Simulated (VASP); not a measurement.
# NiO (Fm-3m) in VASP: a series of runs

The runs below take NiO through single point, with PBE.

All numbers are computed with VASP 6.6.1; they aren't measurements. Logs are shortened: lines on timing, memory, paths and dates and some standing lists are left out, and cuts for length are marked.

### Step 1. The cell of the first run

The structure is cubic, space group Fm-3m (No. 225). Conventional cell: a = 4.103 Å, b = 4.103 Å, c = 4.103 Å, α = 90.00°, β = 90.00°, γ = 90.00°. Ni (site symmetry m-3m) has 6 O at 2.05 Å within 2.7 Å. Within 2.7 Å of O (site symmetry m-3m) lie 6 Ni at 2.05 Å.

### Step 2. Single point, PBE (volume scaled by 0.960)

File INCAR:

```
SYSTEM = NiO
PREC     = Accurate       ! precision mode
ENCUT    = 520            ! plane-wave cutoff, eV
EDIFF    = 1E-7           ! SCF threshold, eV
ISMEAR   = 0              ! smearing method
SIGMA    = 0.05           ! smearing width, eV
LREAL    = .FALSE.        ! projectors in reciprocal space
LASPH    = .TRUE.         ! aspherical terms in the spheres
NELM     = 100            ! most SCF steps
ALGO     = Normal         ! electronic algorithm
ISIF     = 2              ! what is computed and relaxed
LWAVE    = .FALSE.        ! write WAVECAR
LCHARG   = .TRUE.         ! write CHGCAR
GGA      = PE             ! functional
LELF     = .TRUE.         ! ELF
LVHAR    = .TRUE.       
NBANDS   = 15             ! bands
```

File KPOINTS:

```
Automatic mesh
0
G
  14 14 14
  0 0 0
```

File POSCAR:

```
NiO
1.0
    1.4506443566      0.8375299098      2.3688792794
   -1.4506443566      0.8375299098      2.3688792794
    0.0000000000     -1.6750598196      2.3688792794
Ni O
1 1
Direct
    1.0000000000      0.0000000000      0.0000000000
    0.5000000000      0.5000000000      0.5000000000
```

Potentials or basis: VASP PAW PBE potentials, release 64 (Ni, O).

The run is started by

```console
cat potpaw_PBE.64/Ni/POTCAR potpaw_PBE.64/O/POTCAR > POTCAR
mpirun -np 1 vasp_std > vasp.out
```

OUTCAR:

```text
SYSTEM = NiO
   PREC = Accurate
   ENCUT = 520
   EDIFF = 1E-7
   ISMEAR = 0
   LREAL = .FALSE.
   LASPH = .TRUE.
   NELM = 100
   ISIF = 2
   GGA = PE

 ion  position               nearest neighbor table
   1  0.000  0.000  0.000-   2 2.05   2 2.05   2 2.05   2 2.05   2 2.05   2 2.05
   2  0.500  0.500  0.500-   1 2.05   1 2.05   1 2.05   1 2.05   1 2.05   1 2.05

  LATTYP: Found a face centered cubic cell.
 ALAT       =     4.1030267948

  Lattice vectors:

 A1 = (   1.4506443566,   0.8375299098,   2.3688792794)
 A2 = (  -1.4506443566,   0.8375299098,   2.3688792794)
 A3 = (   0.0000000000,  -1.6750598196,   2.3688792794)

Analysis of symmetry for initial positions (statically):
=====================================================================
 Subroutine PRICEL returns:
 Original cell was already a primitive cell.

 Routine SETGRP: Setting up the symmetry group for a
 face centered cubic supercell.

 Subroutine GETGRP returns: Found 48 space group operations
 (whereof 48 operations were pure point group operations)
 out of a pool of 48 trial point group operations.

The static configuration has the point symmetry O_h .

Analysis of symmetry for dynamics (positions and initial velocities):
=====================================================================
 Subroutine PRICEL returns:
 Original cell was already a primitive cell.

 Routine SETGRP: Setting up the symmetry group for a
 face centered cubic supercell.

 Subroutine GETGRP returns: Found 48 space group operations
 (whereof 48 operations were pure point group operations)
 out of a pool of 48 trial point group operations.

The dynamic configuration has the point symmetry O_h .

 Subroutine INISYM returns: Found 48 space group operations
 (whereof 48 operations are pure point group operations),
 and found     1 'primitive' translations

----------------------------------------------------------------------------------------

                                     Primitive cell

  volume of cell :      17.2685

  direct lattice vectors                    reciprocal lattice vectors
     1.450644357  0.837529910  2.368879279     0.344674418  0.198997868  0.140713516
    -1.450644357  0.837529910  2.368879279    -0.344674418  0.198997868  0.140713516
     0.000000000 -1.675059820  2.368879279     0.000000000 -0.397995737  0.140713516

  length of vectors
     2.901278070  2.901278070  2.901278070     0.422138484  0.422138484  0.422138484

  position of ions in fractional coordinates (direct lattice)
     0.000000000  0.000000000  0.000000000
     0.500000000  0.500000000  0.500000000

  ion indices of the primitive-cell ions
   primitive index   ion index
                 1           1
                 2           2

----------------------------------------------------------------------------------------

 KPOINTS: Automatic mesh

Automatic generation of k-mesh.
 Grid dimensions read from file:
 generate k-points for:   14   14   14

 Generating k-lattice:

  Cartesian coordinates                     Fractional coordinates (reciprocal lattice)
     0.024619601  0.014214133  0.010050965     0.071428571  0.000000000  0.000000000
    -0.024619601  0.014214133  0.010050965     0.000000000  0.071428571  0.000000000
     0.000000000 -0.028428267  0.010050965     0.000000000  0.000000000  0.071428571

  Length of vectors
     0.030152749  0.030152749  0.030152749

  Shift w.r.t. Gamma in fractional coordinates (k-lattice)
     0.000000000  0.000000000  0.000000000

 Subroutine IBZKPT returns following result:
 ===========================================

 Found    104 irreducible k-points:

 Following reciprocal coordinates:
            Coordinates               Weight
  0.000000  0.000000  0.000000      1.000000
  0.071429 -0.000000  0.000000      8.000000
  0.142857 -0.000000  0.000000      8.000000
  0.214286 -0.000000  0.000000      8.000000
  0.285714 -0.000000  0.000000      8.000000
  0.357143  0.000000  0.000000      8.000000
[... 16 lines left out ...]
  0.214286  0.142857 -0.000000     24.000000
  0.285714  0.142857  0.000000     24.000000
 [... further k-points ...]
   k-points           NKPTS =    104   k-points in BZ     NKDIM =    104   number of bands    NBANDS=     15
   number of dos      NEDOS =    301   number of ions     NIONS =      2
   total plane-waves  NPLWV =  13824
   dimension x,y,z NGX =    24 NGY =   24 NGZ =   24
   dimension x,y,z NGXF=    48 NGYF=   48 NGZF=   48
   ions per type =               1   1
   NGX,Y,Z   is equivalent  to a cutoff of  13.75, 13.75, 13.75 a.u.
   NGXF,Y,Z  is equivalent  to a cutoff of  27.50, 27.50, 27.50 a.u.
 SYSTEM =  NiO
   PREC   = accura    normal or accurate (medium, high low for compatibility)
   ISTART =      0    job   : 0-new  1-cont  2-samecut
   ICHARG =      2    charge: 1-file 2-atom 10-const
   ISPIN  =      1    spin polarized calculation?
   LNONCOLLINEAR =      F non collinear calculations
   LSORBIT =      F    spin-orbit coupling
   LASPH  =      T    aspherical Exc in radial PAW
   ENCUT  =  520.0 eV  38.22 Ry    6.18 a.u.   5.39  5.39  5.39*2*pi/ulx,y,z
   NELM   =    100;   NELMIN=  2; NELMDL= -5     # of ELM steps
   EDIFF  = 0.1E-06   stopping-criterion for ELM
   LREAL  =      F    real-space projection
   EDIFFG = 0.1E-05   stopping-criterion for IOM
   NSW    =      0    number of steps for IOM
   IBRION =     -1    ionic relax: 0-MD 1-quasi-New 2-CG
   NFREE  =      0    steps in history (QN), initial steepest desc. (CG)
   ISIF   =      2    stress and relaxation
   ISYM   =      2    0-nonsym 1-usesym 2-fastsym
   POTIM  = 0.5000    time-step for ionic-motion
   TEBEG  =    0.0;   TEEND  =   0.0 temperature during run
   PSTRESS=    0.0 pullay stress
   NELECT =      16.0000    total number of electrons
   NUPDOWN=      -1.0000    fix difference up-down
   EMIN   =  10.00;   EMAX   =-10.00  energy-range for DOS
   EFERMI =   0.00;   METHOD = LEGACY
   ISMEAR =     0;   SIGMA  =   0.05  broadening in eV -4-tet -1-fermi 0-gaus
   EFERMI_NEDOS =   21; number of points for ismear=-14 and -15
   IALGO  =     38    algorithm
   IMIX   =      4    mixing-type and parameters
     AMIX     =   0.40;   BMIX     =  1.00
     AMIX_MAG =   1.60;   BMIX_MAG =  1.00
  volume/ion in A,a.u.               =       8.63        58.27
  Fermi-wavevector in a.u.,A,eV,Ry     =   1.595988  3.015980 34.656465  2.547178
  Thomas-Fermi vector in A             =   2.693821
   LORBIT       =      0    0 simple, 1 ext, 2 COOP (PROOUT), +10 PAW based schemes
   GGA     = PE    functional components
   LHFCALC =     F    Hartree Fock is set to
   AEXX    =    0.0000 exact exchange contribution
   IVDW    =     0    specifies the selected vdW correction
   LEPSILON=     F    determine dielectric tensor
   LRPA    =     F    only Hartree local field effects (RPA)
 non-spin polarized calculation
 Gauss-broadening in eV      SIGMA  =   0.05
  energy-cutoff  :      520.00
  volume of cell :       17.27
 maximum number of plane-waves:       487
 NGX is ok and might be reduce to    24
   NGX = 11   NGY = 11   NGZ = 11

 number of electron      15.9999983 magnetization

 Free energy of the ion-electron system (eV)
  ---------------------------------------------------
  ext. energy  EPLUGINS =         0.00000000
  ---------------------------------------------------
  free energy    TOTEN  =       -11.35851165 eV

  energy without entropy =      -11.35536410  energy(sigma->0) =      -11.35693787

 E-fermi :   8.6582     XC(G=0): -13.0012

 val. band max:        8.6482972923   @ k =  -0.4286   0.2857   0.0714
 cond. band min:       8.6665067257   @ k =  -0.3571   0.2857   0.1429
 fundamental gap:      0.0182094335
 Fermi energy:         8.6581793359

 k-point     1 :       0.0000    0.0000    0.0000
  band No.  band energies     occupation
      1     -12.2830      2.00000
      2       5.3518      2.00000
      3       5.3518      2.00000
      4       5.3518      2.00000
      5       6.6495      2.00000
      6       6.6496      2.00000
      7       6.6496      2.00000
      8       7.0141      2.00000
      9       7.0141      2.00000
     10      10.6152      0.00000
     11      26.6839      0.00000
     12      28.1873      0.00000
     13      28.1873      0.00000
     14      28.1875      0.00000
     15      32.2067      0.00000

 k-point     2 :       0.0714   -0.0000    0.0000
  band No.  band energies     occupation
      1     -12.2202      2.00000
      2       4.8674      2.00000
      3       5.0625      2.00000
      4       5.0625      2.00000
      5       6.7119      2.00000
      6       6.7119      2.00000
      7       6.7938      2.00000
      8       7.3076      2.00000
      9       7.3076      2.00000
     10      10.9747      0.00000
     11      25.5068      0.00000
     12      28.0306      0.00000
     13      28.0308      0.00000
     14      28.8584      0.00000
     15      31.6166      0.00000

 k-point     3 :       0.1429   -0.0000    0.0000
  band No.  band energies     occupation
      1     -12.0386      2.00000
      2       3.8612      2.00000
      3       4.5174      2.00000
      4       4.5174      2.00000
      5       6.8374      2.00000
      6       6.8375      2.00000
      7       7.0000      2.00000
      8       7.9170      2.00000
      9       7.9170      2.00000
     10      11.8311      0.00000
     11      23.7266      0.00000
     12      27.3770      0.00000
     13      27.3771      0.00000
     14      29.3977      0.00000
     15      31.1125      0.00000
[... 343 lines left out ...]
 k-point    23 :       0.2143    0.1429   -0.0000
  band No.  band energies     occupation
      1     -11.7732      2.00000
      2       2.6732      2.00000
      3       4.3500      2.00000
      4       4.4468      2.00000
      5       6.4498      2.00000
      6       7.1624      2.00000
      7       7.4646      2.00000
      8       7.6552      2.00000
      9       8.3813      2.00000
     10      13.2041      0.00000
     11      23.0642      0.00000
     12      24.9440      0.00000
     13      26.1906      0.00000
     14      27.1130      0.00000
     15      33.3429      0.00000

 k-point    24 :       0.2857    0.1429    0.0000
  band No.  band energies     occupation
      1     -11.5054      2.00000
      2       2.0040      2.00000
      3       3.7479      2.00000
      4       4.0142      2.00000
      5       6.5996      2.00000
      6       7.3202      2.00000
      7       7.6008      2.00000
      8       8.1316      2.00000
      9       8.8672      0.00000
     10      14.0749      0.00000
     11      21.6268      0.00000
     12      23.6762      0.00000
     13      25.5494      0.00000
     14      27.9588      0.00000
     15      33.6839      0.00000

 [... further k-points ...]
[... 5 lines left out ...]
  --------------------------------------------------------------------------------------
  -------------------------------------------------------------------------------------
  Total        1.0136044      1.0136044      1.0135932      0.0000000      0.0000000      0.0000000
  in kB       94.0423780     94.0423780     94.0413431      0.0000000      0.0000000      0.0000000
  external PRESSURE =      94.0420330 kB  Pullay stress =       0.0000000 kB

 VOLUME and BASIS-vectors are now :
 -----------------------------------------------------------------------------
  energy-cutoff  :      520.00
  volume of cell :       17.27
      direct lattice vectors                 reciprocal lattice vectors
     1.450644357  0.837529910  2.368879279     0.344674418  0.198997868  0.140713516
    -1.450644357  0.837529910  2.368879279    -0.344674418  0.198997868  0.140713516
     0.000000000 -1.675059820  2.368879279     0.000000000 -0.397995737  0.140713516

 POSITION                                       TOTAL-FORCE (eV/Angst)
 -----------------------------------------------------------------------------------
      0.00000      0.00000      0.00000         0.000000      0.000000      0.000000
      0.00000      0.00000      3.55332        -0.000000     -0.000000     -0.000000
 -----------------------------------------------------------------------------------
    total drift:                               -0.000000      0.000000     -0.000000

  FREE ENERGIE OF THE ION-ELECTRON SYSTEM (eV)
  ---------------------------------------------------
  free  energy   TOTEN  =       -11.3585116526 eV

  energy  without entropy=      -11.3553640957  energy(sigma->0) =      -11.35693787
```

Run time: 31 s. Hardware: 1 thread of AMD EPYC 7R43 (Zen 3), shared host; peak memory 0.12 GiB.

Results:

* Free energy: -11.3585 eV
* Pressure: 9.4 GPa
* Band gap on the k mesh: zero (band 8 reaches 10.07 eV, above the bottom of band 9 at 7.01 eV)

Caveat: the cell differs from its parent crystal (volume scaled by 0.960); the run has no spin polarisation, though such a crystal can be magnetic; semilocal functionals often make such compounds metallic where correlation or magnetic order opens a gap, which also shifts bond lengths.

### Step 3. Single point, PBE (volume scaled by 0.980)

File INCAR:

```
PREC = Accurate
ENCUT = 520
EDIFF = 1E-6
ISMEAR = 0
SIGMA = 0.05
LREAL = F
LASPH = T
NELM = 60
ALGO = Normal
ISIF = 2
LWAVE = F
LCHARG = F
GGA = PE
NBANDS = 15
```

File KPOINTS:

```
Automatic mesh
0
Gamma
  14 14 14
```

File POSCAR:

```
NiO
1.0
    1.4606491166      0.8433061606      2.3852168942
   -1.4606491166      0.8433061606      2.3852168942
    0.0000000000     -1.6866123213      2.3852168942
Ni O
1 1
Direct
    1.0000000000      0.0000000000      0.0000000000
    0.5000000000      0.5000000000      0.5000000000
```

Potentials or basis: VASP PAW PBE potentials, release 64 (Ni, O).

The run is started by

```console
cat potpaw_PBE.64/Ni/POTCAR potpaw_PBE.64/O/POTCAR > POTCAR
mpirun -np 1 vasp_std > vasp.out
```

Run time: 24 s. Hardware: 1 thread of AMD EPYC 7R43 (Zen 3), shared host; peak memory 0.12 GiB.

Results (log left out):

```
Free energy            : -11.3745 eV
Pressure               : 4.5 GPa
Band gap on the k mesh : zero (band 8 reaches 9.71 eV, above the bottom of band 9 at 6.75 eV)
```

Levels at points of the mesh, in eV from the Fermi level:
```csv
k point,band 5,band 6,band 7,band 8,band 9,band 10,band 11,band 12
"(0.00, 0.00, 0.00)",-1.93,-1.93,-1.93,-1.58,-1.58,1.85,17.98,19.38
"(0.50, 0.00, 0.00)",-1.06,-1.06,-0.67,1.38,1.38,5.76,10.41,14.44
"(0.50, 0.50, 0.00)",-2.97,-1.17,-0.78,-0.78,-0.59,6.66,10.80,12.64
```

Caveat: the cell differs from its parent crystal (volume scaled by 0.980); the run has no spin polarisation, though such a crystal can be magnetic; semilocal functionals often make such compounds metallic where correlation or magnetic order opens a gap, which also shifts bond lengths. Spin polarisation is off, so any magnetic state and its effect on volume and gap are missing.

### Step 4. Single point, PBE

This run uses another cell than the first one, of 8.99 Å³/atom, 1.042 times its volume.

File INCAR:

```
SYSTEM = NiO
  PREC = Accurate
  ENCUT = 520
  EDIFF = 1E-6
  ISMEAR = 0
  SIGMA = 0.05
  LREAL = .FALSE.
  LASPH = .TRUE.
  NELM = 100
  ALGO = Normal
  ISIF = 2
  LWAVE = .FALSE.
  LCHARG = .TRUE.
  GGA = PE
  LELF = .TRUE.
  LVHAR = .TRUE.
  NBANDS = 15
```

File KPOINTS:

```
regular mesh
0
G
  14 14 14
  0 0 0
```

File POSCAR:

```
NiO
1.0
    1.4705186667      0.8490043481      2.4013337135
   -1.4705186667      0.8490043481      2.4013337135
    0.0000000000     -1.6980086962      2.4013337135
Ni O
1 1
Direct
    1.0000000000      0.0000000000      0.0000000000
    0.5000000000      0.5000000000      0.5000000000
```

Potentials or basis: VASP PAW PBE potentials, release 64 (Ni, O).

The run is started by

```console
cat potpaw_PBE.64/Ni/POTCAR potpaw_PBE.64/O/POTCAR > POTCAR
mpirun -np 1 vasp_std > vasp.out
```

OUTCAR:

```text
SYSTEM = NiO
   PREC = Accurate
   ENCUT = 520
   EDIFF = 1E-6
   ISMEAR = 0
   LREAL = .FALSE.
   LASPH = .TRUE.
   NELM = 100
   ISIF = 2
   GGA = PE

 ion  position               nearest neighbor table
   1  0.000  0.000  0.000-   2 2.08   2 2.08   2 2.08   2 2.08   2 2.08   2 2.08
   2  0.500  0.500  0.500-   1 2.08   1 2.08   1 2.08   1 2.08   1 2.08   1 2.08

  LATTYP: Found a face centered cubic cell.
 ALAT       =     4.1592396266

  Lattice vectors:

 A1 = (   1.4705186667,   0.8490043481,   2.4013337135)
 A2 = (  -1.4705186667,   0.8490043481,   2.4013337135)
 A3 = (   0.0000000000,  -1.6980086962,   2.4013337135)
[... 610 lines left out ...]
     12      22.7347      0.00000
     13      24.5762      0.00000
     14      26.9421      0.00000
     15      32.5797      0.00000

 [... further k-points ...]
[... 5 lines left out ...]
  --------------------------------------------------------------------------------------
  -------------------------------------------------------------------------------------
  Total        0.0230921      0.0230921      0.0230918     -0.0000000      0.0000000      0.0000000
  in kB        2.0567855      2.0567855      2.0567629     -0.0000000      0.0000000      0.0000000
  external PRESSURE =       2.0567780 kB  Pullay stress =       0.0000000 kB

 VOLUME and BASIS-vectors are now :
 -----------------------------------------------------------------------------
  energy-cutoff  :      520.00
  volume of cell :       17.99
      direct lattice vectors                 reciprocal lattice vectors
     1.470518667  0.849004348  2.401333714     0.340016085  0.196308378  0.138811749
    -1.470518667  0.849004348  2.401333714    -0.340016085  0.196308378  0.138811749
     0.000000000 -1.698008696  2.401333714     0.000000000 -0.392616756  0.138811749

 POSITION                                       TOTAL-FORCE (eV/Angst)
 -----------------------------------------------------------------------------------
      0.00000      0.00000      0.00000         0.000000     -0.000000     -0.000000
      0.00000      0.00000      3.60200        -0.000000      0.000000      0.000000
 -----------------------------------------------------------------------------------
    total drift:                               -0.000000      0.000000     -0.000000

  FREE ENERGIE OF THE ION-ELECTRON SYSTEM (eV)
  ---------------------------------------------------
  free  energy   TOTEN  =       -11.3801010574 eV

  energy  without entropy=      -11.3769474422  energy(sigma->0) =      -11.37852425
```

Run time: 26 s. Hardware: 1 thread of AMD EPYC 7R43 (Zen 3), shared host; peak memory 0.12 GiB.

Results:

```
Free energy            : -11.3801 eV
Pressure               : 0.2 GPa
Band gap on the k mesh : zero (band 8 reaches 9.36 eV, above the bottom of band 9 at 6.49 eV)
```

Caveat: the run has no spin polarisation, though such a crystal can be magnetic; semilocal functionals often make such compounds metallic where correlation or magnetic order opens a gap, which also shifts bond lengths. Spin polarisation is off, so any magnetic state and its effect on volume and gap are missing.

### Step 5. Overview

| cell | gap on the mesh (eV) | pressure (GPa) |
| --- | --- | --- |
| a = 2.901 Å, angles 60.0°, 2 atoms | none | 9.4 |
| a = 2.921 Å, angles 60.0°, 2 atoms | none | 4.5 |
| a = 2.941 Å, angles 60.0°, 2 atoms | none | 0.2 |

Alike in all rows: task single point; level PBE; potentials or basis VASP PAW PBE potentials, release 64 (Ni, O); no spin polarisation; k mesh 14 × 14 × 14; cutoff (eV) 520; smearing gaussian 0.05 eV.

Caveats: the run has no spin polarisation, though such a crystal can be magnetic; semilocal functionals often make such compounds metallic where correlation or magnetic order opens a gap, which also shifts bond lengths.

Total energies depend on the potentials used, so only differences within one code and one set of settings carry meaning.
